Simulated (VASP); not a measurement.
Set up this calculation in VASP 6.6.1, as the native input.

```
Task                   : single point
Functional             : PBE
Potentials or basis    : VASP PAW PBE potentials, release 64 (Ga_d, As, N)
Cutoff                 : 520 eV
k mesh                 : 12 × 12 × 4
Occupations            : gaussian, width 0.1 eV
Spin                   : no spin polarisation
Dipole correction      : no
Further INCAR settings : ALGO = Normal; EDIFF = 1e-06; NBANDS = 36
```

The structure of Ga3AsN2 lies in POSCAR:

```
Ga3AsN2
1.0
    3.4678192647      0.0000000000      0.0000000000
   -1.7339096324      3.0032195790      0.0000000000
    0.0000000000      0.0000000000      8.7953593654
Ga As N
3 1 2
Direct
    0.0000000000      0.0000000000      0.0478211780
    0.3333333333      0.6666666667      0.6252699662
    0.6666666667      0.3333333333      0.3360251457
    0.3333333333      0.6666666667      0.9092472144
    0.6666666667      0.3333333333      0.5612403787
    0.0000000000      0.0000000000      0.2703961170
```

These files were run (other wordings do the same):

INCAR

```
SYSTEM = Ga3AsN2
  PREC = Accurate
  ENCUT = 520
  EDIFF = 1E-6
  ISMEAR = 0
  SIGMA = 0.1
  LREAL = .FALSE.
  LASPH = .TRUE.
  NELM = 60
  ALGO = Normal
  ISIF = 2
  LWAVE = .FALSE.
  LCHARG = .FALSE.
  GGA = PE
  NBANDS = 36
```

KPOINTS

```
Automatic mesh
0
G
  12 12 4
  0 0 0
```

Potentials or basis: VASP PAW PBE potentials, release 64 (Ga_d, As, N).

Run with:

```console
$ cat potpaw_PBE.64/Ga_d/POTCAR potpaw_PBE.64/As/POTCAR potpaw_PBE.64/N/POTCAR > POTCAR
$ mpirun -np 1 vasp_std > vasp.out
```

It gave:

The pressure is 0.3 GPa and the largest force is 0.015 eV/Å. The band gap on the k mesh is zero (bands 27 and 28 overlap by 0.34 eV).

Caveat: semilocal functionals underestimate gaps, so a narrow gap can read as zero.

Run time: 3.3 min on 1 thread of AMD EPYC 9R45 96-Core Processor (Zen 5) (shared host), peak memory 0.32 GiB.
